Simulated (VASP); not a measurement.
Write the native input for VASP 6.6.1 that does the following.

```yaml
Task: relaxation of the atoms
Functional: PBE
Potentials_or_basis: VASP PAW PBE potentials, release 64 (Si, C)
Cutoff: 520 eV
k_mesh: 17 × 17 × 17
Occupations: fermi-dirac, width 0.02 eV
Spin: no spin polarisation
Dipole_correction: no
Further_INCAR_settings: ALGO = Normal; EDIFF = 1e-06; IBRION = 2; EDIFFG = -0.02; NSW = 80
```

The structure of SiC (Moissanite 3C) lies in POSCAR:

```
SiC
1.0
    0.0000000000      2.2217363401      2.2217363401
    2.2217363401      0.0000000000      2.2217363401
    2.2217363401      2.2217363401      0.0000000000
Si C
1 1
Direct
    0.0000000000      0.0000000000      0.0000000000
    0.2500000000      0.2500000000      0.2500000000
```

This cell differs from its parent crystal: volume scaled by 1.06.

One way to write it, as run:

INCAR

```
  PREC = Accurate
  ENCUT = 520
  EDIFF = 1E-6
  ISMEAR = -1
  SIGMA = 0.02
  LREAL = F
  LASPH = T
  NELM = 100
  ALGO = Normal
  ISIF = 2
  LWAVE = F
  LCHARG = F
  GGA = PE
  IBRION = 2
  NSW = 80
  EDIFFG = -0.02
```

KPOINTS

```
Automatic mesh
0
Gamma
  17 17 17
```

Potentials or basis: VASP PAW PBE potentials, release 64 (Si, C).

Launch:

```console
$ cat potpaw_PBE.64/Si/POTCAR potpaw_PBE.64/C/POTCAR > POTCAR
$ mpirun -np 1 vasp_std > vasp.out
```

It gave:

- Pressure after relaxing: -8.5 GPa
- Band gap on the k mesh: 1.45 eV, indirect (least direct gap 4.50 eV)

Caveat: the relaxation stopped at its first step, so nothing moved.

Run time: 41 s on 1 thread of AMD EPYC 7R43 64-Core Processor (Zen 3) (shared host), peak memory 0.12 GiB.
